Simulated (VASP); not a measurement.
# GaP (F-43m) in VASP: notebook

GaP is run at these levels: PBE; tasks: single point, relaxation of the atoms.

Everything below comes from runs of VASP 6.6.1. Logs are shortened: lines on timing, memory, paths and dates and some standing lists are left out, and cuts for length are marked.

## Step 1: The cell of the first run

It takes space group F-43m (No. 216, cubic). Conventional cell: a = 5.451 Å, b = 5.451 Å, c = 5.451 Å, α = 90.00°, β = 90.00°, γ = 90.00°. Within 3.1 Å of Ga (site symmetry -43m) lie 4 P at 2.36 Å. P (site symmetry -43m) has 4 Ga at 2.36 Å within 3.1 Å.

## Step 2: Single point, PBE

INCAR reads:

```
  PREC = Accurate
  ENCUT = 500
  EDIFF = 1E-6
  ISMEAR = -1
  SIGMA = 0.02
  LREAL = F
  LASPH = T
  NELM = 120
  ALGO = Normal
  ISIF = 2
  LWAVE = F
  LCHARG = F
  GGA = PE
  NBANDS = 16
  GGA_COMPAT = F
```

KPOINTS reads:

```
Automatic mesh
0
Gamma
  9 9 9
```

POSCAR reads:

```
GaP
1.0
    0.0000000000      2.7252500000      2.7252500000
    2.7252500000      0.0000000000      2.7252500000
    2.7252500000      2.7252500000      0.0000000000
Ga P
1 1
Direct
    0.0000000000      0.0000000000      0.0000000000
    0.2500000000      0.2500000000      0.2500000000
```

Potentials or basis: VASP PAW PBE potentials, release 64 (Ga_d, P).

Started as:

```sh
> cat potpaw_PBE.64/Ga_d/POTCAR potpaw_PBE.64/P/POTCAR > POTCAR
> mpirun -np 1 vasp_std > vasp.out
```

OUTCAR:

```text
PREC = Accurate
   ENCUT = 500
   EDIFF = 1E-6
   ISMEAR = -1
   LREAL = F
   LASPH = T
   NELM = 120
   ISIF = 2
   GGA = PE

 ion  position               nearest neighbor table
   1  0.000  0.000  0.000-   2 2.36   2 2.36   2 2.36   2 2.36
   2  0.250  0.250  0.250-   1 2.36   1 2.36   1 2.36   1 2.36

  LATTYP: Found a face centered cubic cell.
 ALAT       =     5.4505000000

  Lattice vectors:

 A1 = (   0.0000000000,   2.7252500000,   2.7252500000)
 A2 = (   2.7252500000,   0.0000000000,   2.7252500000)
 A3 = (   2.7252500000,   2.7252500000,   0.0000000000)

Analysis of symmetry for initial positions (statically):
=====================================================================
 Subroutine PRICEL returns:
 Original cell was already a primitive cell.

 Routine SETGRP: Setting up the symmetry group for a
 face centered cubic supercell.

 Subroutine GETGRP returns: Found 24 space group operations
 (whereof 24 operations were pure point group operations)
 out of a pool of 48 trial point group operations.

The static configuration has the point symmetry T_d .

Analysis of symmetry for dynamics (positions and initial velocities):
=====================================================================
 Subroutine PRICEL returns:
 Original cell was already a primitive cell.

 Routine SETGRP: Setting up the symmetry group for a
 face centered cubic supercell.

 Subroutine GETGRP returns: Found 24 space group operations
 (whereof 24 operations were pure point group operations)
 out of a pool of 48 trial point group operations.

The dynamic configuration has the point symmetry T_d .

 Subroutine INISYM returns: Found 24 space group operations
 (whereof 24 operations are pure point group operations),
 and found     1 'primitive' translations

----------------------------------------------------------------------------------------

                                     Primitive cell

  volume of cell :      40.4808

  direct lattice vectors                    reciprocal lattice vectors
     0.000000000  2.725250000  2.725250000    -0.183469406  0.183469406  0.183469406
     2.725250000  0.000000000  2.725250000     0.183469406 -0.183469406  0.183469406
     2.725250000  2.725250000  0.000000000     0.183469406  0.183469406 -0.183469406

  length of vectors
     3.854085511  3.854085511  3.854085511     0.317778334  0.317778334  0.317778334

  position of ions in fractional coordinates (direct lattice)
     0.000000000  0.000000000  0.000000000
     0.250000000  0.250000000  0.250000000

  ion indices of the primitive-cell ions
   primitive index   ion index
                 1           1
                 2           2

----------------------------------------------------------------------------------------

 KPOINTS: Automatic mesh

Automatic generation of k-mesh.
 Grid dimensions read from file:
 generate k-points for:    9    9    9

 Generating k-lattice:

  Cartesian coordinates                     Fractional coordinates (reciprocal lattice)
    -0.020385490  0.020385490  0.020385490     0.111111111  0.000000000  0.000000000
     0.020385490 -0.020385490  0.020385490     0.000000000  0.111111111  0.000000000
     0.020385490  0.020385490 -0.020385490     0.000000000  0.000000000  0.111111111

  Length of vectors
     0.035308704  0.035308704  0.035308704

  Shift w.r.t. Gamma in fractional coordinates (k-lattice)
     0.000000000  0.000000000  0.000000000

 Subroutine IBZKPT returns following result:
 ===========================================

 Found     35 irreducible k-points:

 Following reciprocal coordinates:
            Coordinates               Weight
  0.000000  0.000000  0.000000      1.000000
  0.111111  0.000000  0.000000      8.000000
  0.222222  0.000000  0.000000      8.000000
  0.333333  0.000000  0.000000      8.000000
  0.444444  0.000000  0.000000      8.000000
  0.111111  0.111111  0.000000      6.000000
[... 16 lines left out ...]
 -0.333333  0.333333  0.000000     12.000000
  0.444444  0.444444  0.000000      6.000000
 [... further k-points ...]
   k-points           NKPTS =     35   k-points in BZ     NKDIM =     35   number of bands    NBANDS=     16
   number of dos      NEDOS =    301   number of ions     NIONS =      2
   total plane-waves  NPLWV =  21952
   dimension x,y,z NGX =    28 NGY =   28 NGZ =   28
   dimension x,y,z NGXF=    56 NGYF=   56 NGZF=   56
   ions per type =               1   1
   NGX,Y,Z   is equivalent  to a cutoff of  12.08, 12.08, 12.08 a.u.
   NGXF,Y,Z  is equivalent  to a cutoff of  24.16, 24.16, 24.16 a.u.
 SYSTEM =  unknown system
   PREC   = accura    normal or accurate (medium, high low for compatibility)
   ISTART =      0    job   : 0-new  1-cont  2-samecut
   ICHARG =      2    charge: 1-file 2-atom 10-const
   ISPIN  =      1    spin polarized calculation?
   LNONCOLLINEAR =      F non collinear calculations
   LSORBIT =      F    spin-orbit coupling
   LASPH  =      T    aspherical Exc in radial PAW
   ENCUT  =  500.0 eV  36.75 Ry    6.06 a.u.   7.03  7.03  7.03*2*pi/ulx,y,z
   NELM   =    120;   NELMIN=  2; NELMDL= -5     # of ELM steps
   EDIFF  = 0.1E-05   stopping-criterion for ELM
   LREAL  =      F    real-space projection
   EDIFFG = 0.1E-04   stopping-criterion for IOM
   NSW    =      0    number of steps for IOM
   IBRION =     -1    ionic relax: 0-MD 1-quasi-New 2-CG
   NFREE  =      0    steps in history (QN), initial steepest desc. (CG)
   ISIF   =      2    stress and relaxation
   ISYM   =      2    0-nonsym 1-usesym 2-fastsym
   POTIM  = 0.5000    time-step for ionic-motion
   TEBEG  =    0.0;   TEEND  =   0.0 temperature during run
   PSTRESS=    0.0 pullay stress
   NELECT =      18.0000    total number of electrons
   NUPDOWN=      -1.0000    fix difference up-down
   EMIN   =  10.00;   EMAX   =-10.00  energy-range for DOS
   EFERMI =   0.00;   METHOD = LEGACY
   ISMEAR =    -1;   SIGMA  =   0.02  broadening in eV -4-tet -1-fermi 0-gaus
   EFERMI_NEDOS =   21; number of points for ismear=-14 and -15
   IALGO  =     38    algorithm
   IMIX   =      4    mixing-type and parameters
     AMIX     =   0.40;   BMIX     =  1.00
     AMIX_MAG =   1.60;   BMIX_MAG =  1.00
  volume/ion in A,a.u.               =      20.24       136.59
  Fermi-wavevector in a.u.,A,eV,Ry     =   1.249538  2.361284 21.243377  1.561344
  Thomas-Fermi vector in A             =   2.383574
   LORBIT       =      0    0 simple, 1 ext, 2 COOP (PROOUT), +10 PAW based schemes
   GGA     = PE    functional components
   LHFCALC =     F    Hartree Fock is set to
   AEXX    =    0.0000 exact exchange contribution
   IVDW    =     0    specifies the selected vdW correction
   LEPSILON=     F    determine dielectric tensor
   LRPA    =     F    only Hartree local field effects (RPA)
 non-spin polarized calculation
  energy-cutoff  :      500.00
  volume of cell :       40.48
 maximum number of plane-waves:      1037
   NGX = 13   NGY = 13   NGZ = 13

 number of electron      18.0000016 magnetization

 Free energy of the ion-electron system (eV)
  ---------------------------------------------------
  ext. energy  EPLUGINS =         0.00000000
  ---------------------------------------------------
  free energy    TOTEN  =        -9.11743000 eV

  energy without entropy =       -9.11743000  energy(sigma->0) =       -9.11743000

 E-fermi :   5.0672     XC(G=0):  -9.8334

 val. band max:        4.6514592255   @ k =   0.0000   0.0000   0.0000
 cond. band min:       6.2498717701   @ k =   0.4444   0.4444   0.0000
 fundamental gap:      1.5984125446
 Fermi energy:         5.0671854925

 k-point     1 :       0.0000    0.0000    0.0000
  band No.  band energies     occupation
      1      -9.8984      2.00000
      2      -9.8984      2.00000
      3      -9.8984      2.00000
      4      -9.7987      2.00000
      5      -9.7987      2.00000
      6      -7.8401      2.00000
[... 8 lines left out ...]
     15      14.4394      0.00000
     16      14.4394      0.00000

 k-point     2 :       0.1111    0.0000    0.0000
  band No.  band energies     occupation
      1      -9.9095      2.00000
      2      -9.8947      2.00000
      3      -9.8947      2.00000
      4      -9.7988      2.00000
      5      -9.7988      2.00000
      6      -7.6798      2.00000
[... 8 lines left out ...]
     15      13.9009      0.00000
     16      14.2010      0.00000

 k-point     3 :       0.2222    0.0000    0.0000
  band No.  band energies     occupation
      1      -9.9352      2.00000
      2      -9.8860      2.00000
      3      -9.8860      2.00000
      4      -9.7980      2.00000
      5      -9.7980      2.00000
      6      -7.2192      2.00000
[... 8 lines left out ...]
     15      13.5581      0.00000
     16      14.6980      0.00000

 k-point     4 :       0.3333    0.0000    0.0000
  band No.  band energies     occupation
      1      -9.9618      2.00000
      2      -9.8780      2.00000
      3      -9.8780      2.00000
      4      -9.7951      2.00000
      5      -9.7951      2.00000
      6      -6.5370      2.00000
[... 8 lines left out ...]
     15      14.2998      0.00000
     16      14.3538      0.00000

 k-point     5 :       0.4444    0.0000    0.0000
  band No.  band energies     occupation
      1      -9.9779      2.00000
      2      -9.8741      2.00000
      3      -9.8741      2.00000
      4      -9.7919      2.00000
      5      -9.7919      2.00000
      6      -5.8898      2.00000
[... 8 lines left out ...]
     15      15.8460      0.00000
     16      15.8460      0.00000

 k-point     6 :       0.1111    0.1111    0.0000
  band No.  band energies     occupation
      1      -9.9167      2.00000
      2      -9.8911      2.00000
      3      -9.8911      2.00000
      4      -9.8019      2.00000
      5      -9.7962      2.00000
      6      -7.6265      2.00000
[... 8 lines left out ...]
     15      14.4834      0.00000
     16      14.6328      0.00000

 k-point     7 :       0.2222    0.1111    0.0000
  band No.  band energies     occupation
      1      -9.9372      2.00000
      2      -9.8839      2.00000
      3      -9.8822      2.00000
      4      -9.8046      2.00000
      5      -9.7937      2.00000
      6      -7.2657      2.00000
[... 8 lines left out ...]
     15      14.5415      0.00000
     16      15.5439      0.00000

 k-point     8 :       0.3333    0.1111    0.0000
  band No.  band energies     occupation
      1      -9.9603      2.00000
      2      -9.8770      2.00000
      3      -9.8735      2.00000
      4      -9.8039      2.00000
      5      -9.7911      2.00000
      6      -6.6500      2.00000
[... 8 lines left out ...]
     15      15.0248      0.00000
     16      15.3485      0.00000

 k-point     9 :       0.4444    0.1111    0.0000
  band No.  band energies     occupation
      1      -9.9771      2.00000
      2      -9.8728      2.00000
      3      -9.8689      2.00000
      4      -9.7994      2.00000
      5      -9.7897      2.00000
      6      -5.9496      2.00000
[... 8 lines left out ...]
     15      15.9514      0.00000
     16      16.2672      0.00000
[... 172 lines left out ...]
 k-point    19 :      -0.2222    0.2222    0.0000
  band No.  band energies     occupation
      1      -9.9672      2.00000
      2      -9.8718      2.00000
      3      -9.8705      2.00000
      4      -9.8015      2.00000
      5      -9.7951      2.00000
      6      -6.2966      2.00000
[... 8 lines left out ...]
     15      16.4206      0.00000
     16      17.0012      0.00000

 k-point    20 :       0.3333    0.3333    0.0000
  band No.  band energies     occupation
      1      -9.9923      2.00000
      2      -9.8501      2.00000
      3      -9.8501      2.00000
      4      -9.8243      2.00000
      5      -9.7824      2.00000
      6      -6.0748      2.00000
[... 8 lines left out ...]
     15      16.0552      0.00000
     16      19.0989      0.00000

 k-point    21 :       0.4444    0.3333    0.0000
  band No.  band energies     occupation
      1     -10.0022      2.00000
      2      -9.8461      2.00000
      3      -9.8430      2.00000
      4      -9.8257      2.00000
      5      -9.7810      2.00000
      6      -5.4937      2.00000
[... 8 lines left out ...]
     15      16.7740      0.00000
     16      18.1530      0.00000

 k-point    22 :      -0.4444    0.3333    0.0000
  band No.  band energies     occupation
      1     -10.0009      2.00000
      2      -9.8514      2.00000
      3      -9.8425      2.00000
      4      -9.8196      2.00000
      5      -9.7847      2.00000
      6      -5.0235      2.00000
[... 8 lines left out ...]
     15      15.7542      0.00000
     16      18.6543      0.00000

 k-point    23 :      -0.3333    0.3333    0.0000
  band No.  band energies     occupation
      1      -9.9920      2.00000
      2      -9.8600      2.00000
      3      -9.8487      2.00000
      4      -9.8096      2.00000
      5      -9.7917      2.00000
      6      -5.1126      2.00000
[... 8 lines left out ...]
     15      14.2392      0.00000
     16      19.7084      0.00000

 k-point    24 :       0.4444    0.4444    0.0000
  band No.  band energies     occupation
      1     -10.0134      2.00000
      2      -9.8353      2.00000
      3      -9.8353      2.00000
      4      -9.8332      2.00000
      5      -9.7776      2.00000
      6      -5.0826      2.00000
[... 8 lines left out ...]
     15      16.8962      0.00000
     16      18.1880      0.00000

 [... further k-points ...]

------------------------ aborting loop because EDIFF is reached ----------------------------------------

  FORCE on cell =-STRESS in cart. coord.  units (eV):
  Direction    XX          YY          ZZ          XY          YZ          ZX
  --------------------------------------------------------------------------------------
  -------------------------------------------------------------------------------------
  Total        0.6099776      0.6099776      0.6099776     -0.0000000      0.0000000      0.0000000
  in kB       24.1421217     24.1421217     24.1421217     -0.0000000      0.0000000      0.0000000
  external PRESSURE =      24.1421217 kB  Pullay stress =       0.0000000 kB

 VOLUME and BASIS-vectors are now :
 -----------------------------------------------------------------------------
  energy-cutoff  :      500.00
  volume of cell :       40.48
      direct lattice vectors                 reciprocal lattice vectors
     0.000000000  2.725250000  2.725250000    -0.183469406  0.183469406  0.183469406
     2.725250000  0.000000000  2.725250000     0.183469406 -0.183469406  0.183469406
     2.725250000  2.725250000  0.000000000     0.183469406  0.183469406 -0.183469406

 POSITION                                       TOTAL-FORCE (eV/Angst)
 -----------------------------------------------------------------------------------
      0.00000      0.00000      0.00000         0.000000      0.000000     -0.000000
      1.36262      1.36262      1.36262        -0.000000     -0.000000      0.000000
 -----------------------------------------------------------------------------------
    total drift:                                0.000001      0.000001      0.000001

  FREE ENERGIE OF THE ION-ELECTRON SYSTEM (eV)
  ---------------------------------------------------
  free  energy   TOTEN  =        -9.1174300000 eV

  energy  without entropy=       -9.1174300000  energy(sigma->0) =       -9.11743000
```

It took 10 s on 1 thread of Intel Xeon 6975P-C (Granite Rapids), shared host; peak memory 0.16 GiB.

Results:

* Free energy: -9.1174 eV
* Pressure: 2.4 GPa
* Band gap on the k mesh: 1.60 eV (least direct gap 1.83 eV)

Levels at points of the mesh, in eV from the valence-band top:
```
           k point  band 6  band 7  band 8  band 9  band 10  band 11  band 12  band 13
(0.00, 0.00, 0.00)  -12.49    0.00    0.00    0.00     1.83     3.89     3.89     3.89
```

Caveat: an odd mesh through Γ misses points on the zone boundary, where band edges can lie.

[end of part 1 of 2]
